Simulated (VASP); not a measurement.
# HfSn2Se6 (P-31m) in VASP: further runs

HfSn2Se6 is run at these levels: PBE; tasks: single point.

All numbers are computed with VASP 6.6.1; they aren't measurements. Logs are shortened: lines on timing, memory, paths and dates and some standing lists are left out, and cuts for length are marked.

### Step 1. The cell of the first run

The structure is trigonal, space group P-31m (No. 162). Conventional cell: a = 6.687 Å, b = 6.687 Å, c = 7.098 Å, α = 90.00°, β = 90.00°, γ = 120.00°. Hf (site symmetry -3m) has 6 Se at 2.72 Å within 3.6 Å. Sn (site symmetry 32) has 6 Se at 2.74 Å within 3.6 Å. Se (site symmetry m) has 1 Hf at 2.72 Å and 2 Sn at 2.74 Å within 3.6 Å.

### Step 2. Single point, PBE

INCAR

```
PREC = Accurate
ENCUT = 520
EDIFF = 1E-6
ISMEAR = 0
SIGMA = 0.1
LREAL = F
LASPH = T
NELM = 100
ALGO = Normal
ISIF = 2
LWAVE = F
LCHARG = F
GGA = PE
NBANDS = 47
```

KPOINTS

```
regular mesh
0
Gamma
  3 3 2
```

POSCAR

```
HfSn2Se6
1.0
    6.6873682314      0.0000000000      0.0000000000
   -3.3436841157      5.7914307728      0.0000000000
    0.0000000000      0.0000000000      7.0982450000
Hf Sn Se
1 2 6
Direct
    0.0000000000      0.0000000000      0.0000000000
    0.6666666667      0.3333333333      0.0000000000
    0.3333333333      0.6666666667      0.0000000000
    0.3304010000      0.3304010000      0.7765390000
    1.0000000000      0.6695990000      0.7765390000
    0.6695990000      0.0000000000      0.7765390000
    1.0000000000      0.3304010000      0.2234610000
    0.6695990000      0.6695990000      0.2234610000
    0.3304010000      0.0000000000      0.2234610000
```

Potentials or basis: VASP PAW PBE potentials, release 64 (Hf_pv, Sn_d, Se).

Started as:

```sh
$ cat potpaw_PBE.64/Hf_pv/POTCAR potpaw_PBE.64/Sn_d/POTCAR potpaw_PBE.64/Se/POTCAR > POTCAR
$ mpirun -np 1 vasp_std > vasp.out
```

OUTCAR:

```text
PREC = Accurate
   ENCUT = 520
   EDIFF = 1E-6
   ISMEAR = 0
   LREAL = F
   LASPH = T
   NELM = 100
   ISIF = 2
   GGA = PE

 ion  position               nearest neighbor table
   1  0.000  0.000  0.000-   4 2.72   5 2.72   7 2.72   8 2.72   6 2.72   9 2.72
   2  0.667  0.333  0.000-   6 2.74   7 2.74   5 2.74   9 2.74   8 2.74   4 2.74
   3  0.333  0.667  0.000-   9 2.74   5 2.74   7 2.74   6 2.74   4 2.74   8 2.74
   4  0.330  0.330  0.777-   1 2.72   3 2.74   2 2.74
   5  0.000  0.670  0.777-   1 2.72   3 2.74   2 2.74
   6  0.670  0.000  0.777-   1 2.72   2 2.74   3 2.74
   7  0.000  0.330  0.223-   1 2.72   2 2.74   3 2.74
   8  0.670  0.670  0.223-   1 2.72   2 2.74   3 2.74
   9  0.330  0.000  0.223-   1 2.72   3 2.74   2 2.74

  LATTYP: Found a hexagonal cell.
 ALAT       =     6.6873682314
 C/A-ratio  =     1.0614407274

  Lattice vectors:

 A1 = (   6.6873682314,   0.0000000000,   0.0000000000)
 A2 = (  -3.3436841157,   5.7914307728,   0.0000000000)
 A3 = (   0.0000000000,   0.0000000000,   7.0982450000)

Analysis of symmetry for initial positions (statically):
=====================================================================
 Subroutine PRICEL returns:
 Original cell was already a primitive cell.

 Routine SETGRP: Setting up the symmetry group for a
 hexagonal supercell.

 Subroutine GETGRP returns: Found 12 space group operations
 (whereof 12 operations were pure point group operations)
 out of a pool of 24 trial point group operations.

The static configuration has the point symmetry D_3d.

Analysis of symmetry for dynamics (positions and initial velocities):
=====================================================================
 Subroutine PRICEL returns:
 Original cell was already a primitive cell.

 Routine SETGRP: Setting up the symmetry group for a
 hexagonal supercell.

 Subroutine GETGRP returns: Found 12 space group operations
 (whereof 12 operations were pure point group operations)
 out of a pool of 24 trial point group operations.

The dynamic configuration has the point symmetry D_3d.

 Subroutine INISYM returns: Found 12 space group operations
 (whereof 12 operations are pure point group operations),
 and found     1 'primitive' translations

----------------------------------------------------------------------------------------

                                     Primitive cell

  volume of cell :     274.9110

  direct lattice vectors                    reciprocal lattice vectors
     6.687368231  0.000000000  0.000000000     0.149535657  0.086334452  0.000000000
    -3.343684116  5.791430773  0.000000000     0.000000000  0.172668903  0.000000000
     0.000000000  0.000000000  7.098245000     0.000000000  0.000000000  0.140879894

  length of vectors
     6.687368231  6.687368231  7.098245000     0.172668903  0.172668903  0.140879894

  position of ions in fractional coordinates (direct lattice)
     0.000000000  0.000000000  0.000000000
     0.666666667  0.333333333  0.000000000
     0.333333333  0.666666667  0.000000000
     0.330401000  0.330401000  0.776539000
     1.000000000  0.669599000  0.776539000
     0.669599000  0.000000000  0.776539000
     1.000000000  0.330401000  0.223461000
     0.669599000  0.669599000  0.223461000
     0.330401000  0.000000000  0.223461000

  ion indices of the primitive-cell ions
   primitive index   ion index
                 1           1
                 2           2
                 3           3
                 4           4
                 5           5
                 6           6
                 7           7
                 8           8
                 9           9

----------------------------------------------------------------------------------------

 KPOINTS: regular mesh

Automatic generation of k-mesh.
 Grid dimensions read from file:
 generate k-points for:    3    3    2

 Generating k-lattice:

  Cartesian coordinates                     Fractional coordinates (reciprocal lattice)
     0.049845219  0.028778151  0.000000000     0.333333333 -0.000000000  0.000000000
     0.000000000  0.057556301  0.000000000     0.000000000  0.333333333  0.000000000
     0.000000000  0.000000000  0.070439947     0.000000000  0.000000000  0.500000000

  Length of vectors
     0.057556301  0.057556301  0.070439947

  Shift w.r.t. Gamma in fractional coordinates (k-lattice)
     0.000000000  0.000000000  0.000000000

 Subroutine IBZKPT returns following result:
 ===========================================

 Found      6 irreducible k-points:

 Following reciprocal coordinates:
            Coordinates               Weight
  0.000000  0.000000  0.000000      1.000000
  0.333333 -0.000000  0.000000      6.000000
  0.333333  0.333333  0.000000      2.000000
  0.000000  0.000000  0.500000      1.000000
  0.333333 -0.000000  0.500000      6.000000
  0.333333  0.333333  0.500000      2.000000
   k-points           NKPTS =      6   k-points in BZ     NKDIM =      6   number of bands    NBANDS=     47
   number of dos      NEDOS =    301   number of ions     NIONS =      9
   total plane-waves  NPLWV = 135000
   dimension x,y,z NGX =    50 NGY =   50 NGZ =   54
   dimension x,y,z NGXF=   100 NGYF=  100 NGZF=  108
   ions per type =               1   2   6
   NGX,Y,Z   is equivalent  to a cutoff of  12.43, 12.43, 12.65 a.u.
   NGXF,Y,Z  is equivalent  to a cutoff of  24.86, 24.86, 25.29 a.u.
 SYSTEM =  unknown system
   PREC   = accura    normal or accurate (medium, high low for compatibility)
   ISTART =      0    job   : 0-new  1-cont  2-samecut
   ICHARG =      2    charge: 1-file 2-atom 10-const
   ISPIN  =      1    spin polarized calculation?
   LNONCOLLINEAR =      F non collinear calculations
   LSORBIT =      F    spin-orbit coupling
   LASPH  =      T    aspherical Exc in radial PAW
   ENCUT  =  520.0 eV  38.22 Ry    6.18 a.u.  12.43 12.43 13.20*2*pi/ulx,y,z
   NELM   =    100;   NELMIN=  2; NELMDL= -5     # of ELM steps
   EDIFF  = 0.1E-05   stopping-criterion for ELM
   LREAL  =      F    real-space projection
[... 7 lines left out ...]
   TEBEG  =    0.0;   TEEND  =   0.0 temperature during run
   PSTRESS=    0.0 pullay stress
   NELECT =      74.0000    total number of electrons
   NUPDOWN=      -1.0000    fix difference up-down
   EMIN   =  10.00;   EMAX   =-10.00  energy-range for DOS
   EFERMI =   0.00;   METHOD = LEGACY
   ISMEAR =     0;   SIGMA  =   0.10  broadening in eV -4-tet -1-fermi 0-gaus
   EFERMI_NEDOS =   21; number of points for ismear=-14 and -15
   IALGO  =     38    algorithm
   IMIX   =      4    mixing-type and parameters
     AMIX     =   0.40;   BMIX     =  1.00
     AMIX_MAG =   1.60;   BMIX_MAG =  1.00
  volume/ion in A,a.u.               =      30.55       206.13
  Fermi-wavevector in a.u.,A,eV,Ry     =   1.057032  1.997500 15.202009  1.117316
  Thomas-Fermi vector in A             =   2.192290
   LORBIT       =      0    0 simple, 1 ext, 2 COOP (PROOUT), +10 PAW based schemes
   GGA     = PE    functional components
   LHFCALC =     F    Hartree Fock is set to
   AEXX    =    0.0000 exact exchange contribution
   IVDW    =     0    specifies the selected vdW correction
   LEPSILON=     F    determine dielectric tensor
   LRPA    =     F    only Hartree local field effects (RPA)
 non-spin polarized calculation
 Gauss-broadening in eV      SIGMA  =   0.10
  energy-cutoff  :      520.00
  volume of cell :      274.91
 maximum number of plane-waves:      7419
 NGX is ok and might be reduce to    50
   NGX = 25   NGY = 25   NGZ = 27

 number of electron      74.0000007 magnetization

 Free energy of the ion-electron system (eV)
  ---------------------------------------------------
  ext. energy  EPLUGINS =         0.00000000
  ---------------------------------------------------
  free energy    TOTEN  =       -44.12944215 eV

  energy without entropy =      -44.12943916  energy(sigma->0) =      -44.12944065

 E-fermi :   2.2841     XC(G=0):  -8.5076

 val. band max:        1.9933238177   @ k =   0.0000   0.0000   0.0000
 cond. band min:       2.5611516672   @ k =   0.0000   0.0000   0.0000
 fundamental gap:      0.5678278495
 Fermi energy:         2.2841202260

 k-point     1 :       0.0000    0.0000    0.0000
  band No.  band energies     occupation
      1     -29.0408      2.00000
      2     -29.0408      2.00000
      3     -29.0015      2.00000
      4     -19.1986      2.00000
      5     -19.1986      2.00000
      6     -19.1888      2.00000
[... 39 lines left out ...]
     46       7.0520      0.00000
     47       7.0520      0.00000

 k-point     2 :       0.3333   -0.0000    0.0000
  band No.  band energies     occupation
      1     -29.0408      2.00000
      2     -29.0408      2.00000
      3     -29.0015      2.00000
      4     -19.2090      2.00000
      5     -19.2057      2.00000
      6     -19.1811      2.00000
[... 39 lines left out ...]
     46       7.0942      0.00000
     47       7.2911      0.00000

 k-point     3 :       0.3333    0.3333    0.0000
  band No.  band energies     occupation
      1     -29.0408      2.00000
      2     -29.0408      2.00000
      3     -29.0016      2.00000
      4     -19.2169      2.00000
      5     -19.1937      2.00000
      6     -19.1937      2.00000
[... 39 lines left out ...]
     46       7.2892      0.00000
     47       7.3298      0.00000

 k-point     4 :       0.0000    0.0000    0.5000
  band No.  band energies     occupation
      1     -29.0408      2.00000
      2     -29.0408      2.00000
      3     -29.0016      2.00000
      4     -19.1986      2.00000
      5     -19.1986      2.00000
      6     -19.1888      2.00000
[... 39 lines left out ...]
     46       6.7050      0.00000
     47       6.7050      0.00000

 k-point     5 :       0.3333   -0.0000    0.5000
  band No.  band energies     occupation
      1     -29.0408      2.00000
      2     -29.0408      2.00000
      3     -29.0016      2.00000
      4     -19.2090      2.00000
      5     -19.2057      2.00000
      6     -19.1811      2.00000
[... 39 lines left out ...]
     46       6.8861      0.00000
     47       7.3088      0.00000

 k-point     6 :       0.3333    0.3333    0.5000
  band No.  band energies     occupation
      1     -29.0408      2.00000
      2     -29.0408      2.00000
      3     -29.0016      2.00000
      4     -19.2170      2.00000
      5     -19.1937      2.00000
      6     -19.1937      2.00000
[... 39 lines left out ...]
     46       6.9371      0.00000
     47       6.9371      0.00000

------------------------ aborting loop because EDIFF is reached ----------------------------------------

  FORCE on cell =-STRESS in cart. coord.  units (eV):
  Direction    XX          YY          ZZ          XY          YZ          ZX
  --------------------------------------------------------------------------------------
  -------------------------------------------------------------------------------------
  Total       -0.0843924     -0.0843924     -0.0644936      0.0000000      0.0000000     -0.0000000
  in kB       -0.4918380     -0.4918380     -0.3758680      0.0000000      0.0000000     -0.0000000
  external PRESSURE =      -0.4531813 kB  Pullay stress =       0.0000000 kB

 VOLUME and BASIS-vectors are now :
 -----------------------------------------------------------------------------
  energy-cutoff  :      520.00
  volume of cell :      274.91
      direct lattice vectors                 reciprocal lattice vectors
     6.687368231  0.000000000  0.000000000     0.149535657  0.086334452  0.000000000
    -3.343684116  5.791430773  0.000000000     0.000000000  0.172668903  0.000000000
     0.000000000  0.000000000  7.098245000     0.000000000  0.000000000  0.140879894

 POSITION                                       TOTAL-FORCE (eV/Angst)
 -----------------------------------------------------------------------------------
      0.00000      0.00000      0.00000         0.000000     -0.000000      0.000000
      3.34368      1.93048      0.00000         0.000000      0.000000      0.000000
     -0.00000      3.86095      0.00000         0.000000     -0.000000     -0.000000
      1.10476      1.91349      5.51206        -0.003887     -0.006733      0.018115
     -2.23893      3.87794      5.51206        -0.003887      0.006733      0.018115
      4.47786      0.00000      5.51206         0.007774     -0.000000      0.018115
     -1.10476      1.91349      1.58618         0.003887     -0.006733     -0.018115
      2.23893      3.87794      1.58618         0.003887      0.006733     -0.018115
      2.20951      0.00000      1.58618        -0.007774      0.000000     -0.018115
 -----------------------------------------------------------------------------------
    total drift:                                0.000000     -0.000000     -0.000000

  FREE ENERGIE OF THE ION-ELECTRON SYSTEM (eV)
  ---------------------------------------------------
  free  energy   TOTEN  =       -44.1294421518 eV

  energy  without entropy=      -44.1294391569  energy(sigma->0) =      -44.12944065
```

Wall time 72 s (1 thread of Intel Xeon Platinum 8488C (Sapphire Rapids), shared host); peak memory 0.37 GiB.

Results:

```yaml
Free_energy: -44.1294 eV
Pressure: 0.0 GPa
Largest_force: 0.020 eV/Å
Band_gap_on_the_k_mesh: 0.57 eV
```

Forces in eV/Å, atoms in the order of the input:
```
Hf   0.000  0.000  0.000
Sn   0.000  0.000  0.000
Sn   0.000  0.000  0.000
Se  -0.004 -0.007  0.018
Se  -0.004  0.007  0.018
Se   0.008  0.000  0.018
Se   0.004 -0.007 -0.018
Se   0.004  0.007 -0.018
Se  -0.008  0.000 -0.018
```

Caveat: the k points lie up to 0.44 Å⁻¹ apart; semilocal functionals underestimate gaps, and a narrow one can read as zero; spin-orbit coupling is left out, which moves the levels of the heavy elements; this functional lacks dispersion, which binds layers or chains, so the pressure and a relaxed spacing across them are unreliable. A k mesh can miss the band edges.

### Step 3. Single point, PBE

INCAR

```
ALGO = Normal ; EDIFF = 1E-6
ENCUT = 520 ; GGA = PE
ISIF = 2 ; ISMEAR = 0
LASPH = T ; LCHARG = F
LREAL = F ; LWAVE = F
NBANDS = 47 ; NELM = 60
PREC = Accurate ; SIGMA = 0.1
```

KPOINTS

```
k-points
0
Gamma
  3 3 4
```

POSCAR

```
HfSn2Se6
1.0
    6.6873682000      0.0000000000      0.0000000000
   -3.3436841000      5.7914308000      0.0000000000
    0.0000000000      0.0000000000      7.0982450000
Hf Sn Se
1 2 6
Direct
    0.0000000000      0.0000000000      0.0000000000
    0.6666667000      0.3333333000      0.0000000000
    0.3333333000      0.6666667000      0.0000000000
    0.3304010000      0.3304010000      0.7765390000
    0.0000000000      0.6695990000      0.7765390000
    0.6695990000      0.0000000000      0.7765390000
    0.0000000000      0.3304010000      0.2234610000
    0.6695990000      0.6695990000      0.2234610000
    0.3304010000      0.0000000000      0.2234610000
```

Potentials or basis: VASP PAW PBE potentials, release 64 (Hf_pv, Sn_d, Se).

Started as:

```sh
$ cat potpaw_PBE.64/Hf_pv/POTCAR potpaw_PBE.64/Sn_d/POTCAR potpaw_PBE.64/Se/POTCAR > POTCAR
$ mpirun -np 1 vasp_std > vasp.out
```

Run time: 1.8 min. Hardware: 1 thread of Intel Xeon Platinum 8488C (Sapphire Rapids), shared host; peak memory 0.41 GiB.

It converged, with:

```yaml
Free_energy: -44.1367 eV
Pressure: -0.1 GPa
Largest_force: 0.019 eV/Å
Band_gap_on_the_k_mesh: 0.57 eV
```

Forces in eV/Å, atoms in the order of the input:
```
Hf   0.000  0.000  0.000
Sn   0.000  0.000  0.000
Sn   0.000  0.000  0.000
Se  -0.006 -0.010  0.015
Se  -0.006  0.010  0.015
Se   0.012  0.000  0.015
Se   0.006 -0.010 -0.015
Se   0.006  0.010 -0.015
Se  -0.012  0.000 -0.015
```

Levels at points of the mesh, in eV from the valence-band top:
| k point | band 34 | band 35 | band 36 | band 37 | band 38 | band 39 | band 40 | band 41 |
| --- | --- | --- | --- | --- | --- | --- | --- | --- |
| (0.00, 0.00, 0.00) | -0.47 | -0.26 | 0.00 | 0.00 | 0.57 | 1.72 | 2.78 | 2.78 |
| (0.00, 0.00, 0.50) | -0.35 | -0.35 | -0.03 | -0.03 | 0.81 | 2.05 | 2.73 | 2.73 |

Caveat: semilocal functionals underestimate gaps, and a narrow one can read as zero; spin-orbit coupling is left out, which moves the levels of the heavy elements; this functional lacks dispersion, which binds layers or chains, so the pressure and a relaxed spacing across them are unreliable.
